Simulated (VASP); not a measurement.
# Cd2S (P3m1) in VASP: a series of runs

The runs below take Cd2S through single point, with PBEsol.

Everything below comes from runs of VASP 6.6.1. Logs are shortened: lines on timing, memory, paths and dates and some standing lists are left out, and cuts for length are marked.

## 1. The cell of the first run

The structure is trigonal, space group P3m1 (No. 156). The conventional cell has a = 4.042 Å, b = 4.042 Å, c = 5.809 Å, α = 90.00°, β = 90.00°, γ = 120.00°. Within 3.3 Å of Cd (site symmetry 3m) lie 2 S at 2.52 to 3.29 Å and 3 Cd at 3.11 Å. Cd (site symmetry 3m) has 3 S at 2.64 Å and 3 Cd at 3.11 Å within 3.5 Å. Within 3.3 Å of S (site symmetry 3m) lie 5 Cd at 2.52 to 3.29 Å.

## 2. Single point, PBEsol

INCAR reads:

```
  PREC = Accurate
  ENCUT = 520
  EDIFF = 1E-7
  ISMEAR = -1
  SIGMA = 0.05
  LREAL = F
  LASPH = T
  NELM = 60
  ALGO = Normal
  ISIF = 2
  LWAVE = F
  LCHARG = T
  GGA = PS
  LELF = T
  LVHAR = T
  NBANDS = 22
```

KPOINTS reads:

```
regular mesh
0
Gamma
  6 6 4
```

POSCAR reads:

```
Cd2S
1.0
    4.0419234500      0.0000000000      0.0000000000
   -2.0209617250      3.5004083879      0.0000000000
    0.0000000000      0.0000000000      5.8091920000
Cd S
2 1
Direct
    0.3333333333      0.6666666667      0.9327170000
    0.6666666667      0.3333333333      0.5787350000
    0.3333333333      0.6666666667      0.3657050000
```

Potentials or basis: VASP PAW PBE potentials, release 64 (Cd, S).

Command:

```
> cat potpaw_PBE.64/Cd/POTCAR potpaw_PBE.64/S/POTCAR > POTCAR
> mpirun -np 1 vasp_std > vasp.out
```

OUTCAR:

```text
PREC = Accurate
   ENCUT = 520
   EDIFF = 1E-7
   ISMEAR = -1
   LREAL = F
   LASPH = T
   NELM = 60
   ISIF = 2
   GGA = PS

 ion  position               nearest neighbor table
   1  0.333  0.667  0.933-   3 2.52   2 3.11   2 3.11   2 3.11
   2  0.667  0.333  0.579-   3 2.64   3 2.64   3 2.64   1 3.11   1 3.11   1 3.11
   3  0.333  0.667  0.366-   1 2.52   2 2.64   2 2.64   2 2.64

  LATTYP: Found a hexagonal cell.
 ALAT       =     4.0419234500
 C/A-ratio  =     1.4372345424

  Lattice vectors:

 A1 = (   4.0419234500,   0.0000000000,   0.0000000000)
 A2 = (  -2.0209617250,   3.5004083879,   0.0000000000)
 A3 = (   0.0000000000,   0.0000000000,   5.8091920000)

Analysis of symmetry for initial positions (statically):
=====================================================================
 Subroutine PRICEL returns:
 Original cell was already a primitive cell.

 Routine SETGRP: Setting up the symmetry group for a
 hexagonal supercell.

 Subroutine GETGRP returns: Found  6 space group operations
 (whereof  6 operations were pure point group operations)
 out of a pool of 24 trial point group operations.

The static configuration has the point symmetry C_3v.

Analysis of symmetry for dynamics (positions and initial velocities):
=====================================================================
 Subroutine PRICEL returns:
 Original cell was already a primitive cell.

 Routine SETGRP: Setting up the symmetry group for a
 hexagonal supercell.

 Subroutine GETGRP returns: Found  6 space group operations
 (whereof  6 operations were pure point group operations)
 out of a pool of 24 trial point group operations.

The dynamic configuration has the point symmetry C_3v.

 Subroutine INISYM returns: Found  6 space group operations
 (whereof  6 operations are pure point group operations),
 and found     1 'primitive' translations

----------------------------------------------------------------------------------------

                                     Primitive cell

  volume of cell :      82.1907

  direct lattice vectors                    reciprocal lattice vectors
     4.041923450  0.000000000  0.000000000     0.247406962  0.142840476  0.000000000
    -2.020961725  3.500408388  0.000000000     0.000000000  0.285680952  0.000000000
     0.000000000  0.000000000  5.809192000     0.000000000  0.000000000  0.172140979

  length of vectors
     4.041923450  4.041923450  5.809192000     0.285680952  0.285680952  0.172140979

  position of ions in fractional coordinates (direct lattice)
     0.333333333  0.666666667  0.932717000
     0.666666667  0.333333333  0.578735000
     0.333333333  0.666666667  0.365705000

  ion indices of the primitive-cell ions
   primitive index   ion index
                 1           1
                 2           2
                 3           3

----------------------------------------------------------------------------------------

 KPOINTS: regular mesh

Automatic generation of k-mesh.
 Grid dimensions read from file:
 generate k-points for:    6    6    4

 Generating k-lattice:

  Cartesian coordinates                     Fractional coordinates (reciprocal lattice)
     0.041234494  0.023806746  0.000000000     0.166666667  0.000000000  0.000000000
     0.000000000  0.047613492  0.000000000     0.000000000  0.166666667  0.000000000
     0.000000000  0.000000000  0.043035245     0.000000000  0.000000000  0.250000000

  Length of vectors
     0.047613492  0.047613492  0.043035245

  Shift w.r.t. Gamma in fractional coordinates (k-lattice)
     0.000000000  0.000000000  0.000000000

 Subroutine IBZKPT returns following result:
 ===========================================

 Found     24 irreducible k-points:

 Following reciprocal coordinates:
            Coordinates               Weight
  0.000000  0.000000  0.000000      1.000000
  0.166667  0.000000  0.000000      6.000000
  0.333333  0.000000  0.000000      6.000000
  0.500000  0.000000  0.000000      3.000000
  0.166667  0.166667  0.000000      6.000000
  0.333333  0.166667  0.000000     12.000000
[... 16 lines left out ...]
  0.333333  0.166667  0.500000     12.000000
  0.333333  0.333333  0.500000      2.000000
   k-points           NKPTS =     24   k-points in BZ     NKDIM =     24   number of bands    NBANDS=     22
   number of dos      NEDOS =    301   number of ions     NIONS =      3
   total plane-waves  NPLWV =  43200
   dimension x,y,z NGX =    30 NGY =   30 NGZ =   48
   dimension x,y,z NGXF=    60 NGYF=   60 NGZF=   96
   ions per type =               2   1
   NGX,Y,Z   is equivalent  to a cutoff of  12.34, 12.34, 13.74 a.u.
   NGXF,Y,Z  is equivalent  to a cutoff of  24.68, 24.68, 27.47 a.u.
 SYSTEM =  unknown system
   PREC   = accura    normal or accurate (medium, high low for compatibility)
   ISTART =      0    job   : 0-new  1-cont  2-samecut
   ICHARG =      2    charge: 1-file 2-atom 10-const
   ISPIN  =      1    spin polarized calculation?
   LNONCOLLINEAR =      F non collinear calculations
   LSORBIT =      F    spin-orbit coupling
   LASPH  =      T    aspherical Exc in radial PAW
   ENCUT  =  520.0 eV  38.22 Ry    6.18 a.u.   7.52  7.52 10.80*2*pi/ulx,y,z
   NELM   =     60;   NELMIN=  2; NELMDL= -5     # of ELM steps
   EDIFF  = 0.1E-06   stopping-criterion for ELM
   LREAL  =      F    real-space projection
   EDIFFG = 0.1E-05   stopping-criterion for IOM
   NSW    =      0    number of steps for IOM
   IBRION =     -1    ionic relax: 0-MD 1-quasi-New 2-CG
   NFREE  =      0    steps in history (QN), initial steepest desc. (CG)
   ISIF   =      2    stress and relaxation
   ISYM   =      2    0-nonsym 1-usesym 2-fastsym
   POTIM  = 0.5000    time-step for ionic-motion
   TEBEG  =    0.0;   TEEND  =   0.0 temperature during run
   PSTRESS=    0.0 pullay stress
   NELECT =      30.0000    total number of electrons
   NUPDOWN=      -1.0000    fix difference up-down
   EMIN   =  10.00;   EMAX   =-10.00  energy-range for DOS
   EFERMI =   0.00;   METHOD = LEGACY
   ISMEAR =    -1;   SIGMA  =   0.05  broadening in eV -4-tet -1-fermi 0-gaus
   EFERMI_NEDOS =   21; number of points for ismear=-14 and -15
   IALGO  =     38    algorithm
   IMIX   =      4    mixing-type and parameters
     AMIX     =   0.40;   BMIX     =  1.00
     AMIX_MAG =   1.60;   BMIX_MAG =  1.00
  volume/ion in A,a.u.               =      27.40       184.88
  Fermi-wavevector in a.u.,A,eV,Ry     =   1.169969  2.210921 18.624033  1.368828
  Thomas-Fermi vector in A             =   2.306434
   LORBIT       =      0    0 simple, 1 ext, 2 COOP (PROOUT), +10 PAW based schemes
   GGA     = PS    functional components
   LHFCALC =     F    Hartree Fock is set to
   AEXX    =    0.0000 exact exchange contribution
   IVDW    =     0    specifies the selected vdW correction
   LEPSILON=     F    determine dielectric tensor
   LRPA    =     F    only Hartree local field effects (RPA)
 non-spin polarized calculation
  energy-cutoff  :      520.00
  volume of cell :       82.19
 maximum number of plane-waves:      2242
   NGX = 15   NGY = 15   NGZ = 21

 number of electron      30.0000015 magnetization

 Free energy of the ion-electron system (eV)
  ---------------------------------------------------
  ext. energy  EPLUGINS =         0.00000000
  ---------------------------------------------------
  free energy    TOTEN  =        -7.18477344 eV

  energy without entropy =       -7.18051168  energy(sigma->0) =       -7.18264256

 E-fermi :   1.2102     XC(G=0):  -9.3034

 val. band max:        1.1743571843   @ k =   0.3333   0.3333   0.2500
 cond. band min:       1.2712922536   @ k =   0.5000   0.0000   0.2500
 fundamental gap:      0.0969350693
 Fermi energy:         1.2101868881

 k-point     1 :       0.0000    0.0000    0.0000
  band No.  band energies     occupation
      1     -11.5081      2.00000
      2      -7.2912      2.00000
      3      -7.2912      2.00000
      4      -7.1934      2.00000
      5      -7.1934      2.00000
      6      -7.1076      2.00000
[... 14 lines left out ...]
     21       8.9530      0.00000
     22      10.5824      0.00000

 k-point     2 :       0.1667    0.0000    0.0000
  band No.  band energies     occupation
      1     -11.4289      2.00000
      2      -7.2947      2.00000
      3      -7.2883      2.00000
      4      -7.1927      2.00000
      5      -7.1435      2.00000
      6      -7.0554      2.00000
[... 14 lines left out ...]
     21       9.0484      0.00000
     22      10.1200      0.00000

 k-point     3 :       0.3333    0.0000    0.0000
  band No.  band energies     occupation
      1     -11.2682      2.00000
      2      -7.2959      2.00000
      3      -7.2823      2.00000
      4      -7.1916      2.00000
      5      -7.0464      2.00000
      6      -7.0342      2.00000
[... 14 lines left out ...]
     21       8.8578      0.00000
     22       9.2691      0.00000

 k-point     4 :       0.5000    0.0000    0.0000
  band No.  band energies     occupation
      1     -11.1870      2.00000
      2      -7.3048      2.00000
      3      -7.2511      2.00000
      4      -7.2137      2.00000
      5      -7.0395      2.00000
      6      -6.9772      2.00000
[... 14 lines left out ...]
     21       8.6456      0.00000
     22       9.3111      0.00000

 k-point     5 :       0.1667    0.1667    0.0000
  band No.  band energies     occupation
      1     -11.3089      2.00000
      2      -7.3117      2.00000
      3      -7.2730      2.00000
      4      -7.1750      2.00000
      5      -7.0845      2.00000
      6      -7.0312      2.00000
[... 14 lines left out ...]
     21       8.4542      0.00000
     22       9.6355      0.00000

 k-point     6 :       0.3333    0.1667    0.0000
  band No.  band energies     occupation
      1     -11.1881      2.00000
      2      -7.3489      2.00000
      3      -7.2230      2.00000
      4      -7.1632      2.00000
      5      -7.0613      2.00000
      6      -7.0146      2.00000
[... 14 lines left out ...]
     21       9.0400      0.00000
     22       9.8037      0.00000

 k-point     7 :       0.3333    0.3333    0.0000
  band No.  band energies     occupation
      1     -11.1489      2.00000
      2      -7.3853      2.00000
      3      -7.1561      2.00000
      4      -7.1065      2.00000
      5      -7.0945      2.00000
      6      -7.0796      2.00000
[... 324 lines left out ...]
      6      -7.0761      2.00000
[... 14 lines left out ...]
     21       8.3156      0.00000
     22      10.2865      0.00000

 k-point    21 :       0.5000    0.0000    0.5000
  band No.  band energies     occupation
      1     -11.0849      2.00000
      2      -7.4798      2.00000
      3      -7.2440      2.00000
      4      -7.2215      2.00000
      5      -7.1368      2.00000
      6      -6.9742      2.00000
[... 14 lines left out ...]
     21       8.1335      0.00000
     22       9.7271      0.00000

 k-point    22 :       0.1667    0.1667    0.5000
  band No.  band energies     occupation
      1     -11.2013      2.00000
      2      -7.4862      2.00000
      3      -7.2639      2.00000
      4      -7.2331      2.00000
      5      -7.2019      2.00000
      6      -7.0858      2.00000
[... 14 lines left out ...]
     21       9.3860      0.00000
     22      10.4424      0.00000

 k-point    23 :       0.3333    0.1667    0.5000
  band No.  band energies     occupation
      1     -11.0858      2.00000
      2      -7.4589      2.00000
      3      -7.2673      2.00000
      4      -7.2047      2.00000
      5      -7.1429      2.00000
      6      -7.0064      2.00000
[... 14 lines left out ...]
     21       9.6820      0.00000
     22       9.8652      0.00000

 k-point    24 :       0.3333    0.3333    0.5000
  band No.  band energies     occupation
      1     -11.0480      2.00000
      2      -7.4281      2.00000
      3      -7.2868      2.00000
      4      -7.1886      2.00000
      5      -7.0885      2.00000
      6      -7.0638      2.00000
[... 14 lines left out ...]
     21       9.8360      0.00000
     22      10.2892      0.00000

------------------------ aborting loop because EDIFF is reached ----------------------------------------

  FORCE on cell =-STRESS in cart. coord.  units (eV):
  Direction    XX          YY          ZZ          XY          YZ          ZX
  --------------------------------------------------------------------------------------
  -------------------------------------------------------------------------------------
  Total       -1.9945605     -1.9945605     -2.0253311      0.0000000      0.0000000      0.0000000
  in kB      -38.8808065    -38.8808065    -39.4806306      0.0000000      0.0000000      0.0000000
  external PRESSURE =     -39.0807479 kB  Pullay stress =       0.0000000 kB

 VOLUME and BASIS-vectors are now :
 -----------------------------------------------------------------------------
  energy-cutoff  :      520.00
  volume of cell :       82.19
      direct lattice vectors                 reciprocal lattice vectors
     4.041923450  0.000000000  0.000000000     0.247406962  0.142840476  0.000000000
    -2.020961725  3.500408388  0.000000000     0.000000000  0.285680952  0.000000000
     0.000000000  0.000000000  5.809192000     0.000000000  0.000000000  0.172140979

 POSITION                                       TOTAL-FORCE (eV/Angst)
 -----------------------------------------------------------------------------------
     -0.00000      2.33361      5.41833        -0.000000      0.000000     -0.033364
      2.02096      1.16680      3.36198         0.000000      0.000000     -0.201373
     -0.00000      2.33361      2.12445        -0.000000     -0.000000      0.234737
 -----------------------------------------------------------------------------------
    total drift:                                0.000000     -0.000000      0.000189

  FREE ENERGIE OF THE ION-ELECTRON SYSTEM (eV)
  ---------------------------------------------------
  free  energy   TOTEN  =        -7.1847734406 eV

  energy  without entropy=       -7.1805116807  energy(sigma->0) =       -7.18264256
```

Wall time 85 s (1 thread of AMD EPYC 7R13, shared host); peak memory 0.18 GiB.

Results:

- Free energy: -7.1848 eV
- Pressure: -3.9 GPa
- Largest force: 0.235 eV/Å
- Band gap on the k mesh: 0.10 eV, indirect (least direct gap 0.42 eV)

Forces on the atoms (eV/Å):
```
Cd   0.000  0.000 -0.033
Cd   0.000  0.000 -0.201
S    0.000  0.000  0.235
```

Caveat: the PAW data sets were made with another functional, which shifts forces and pressure a little. A k mesh can miss the band edges.

(Continued in part 2 of 2.)
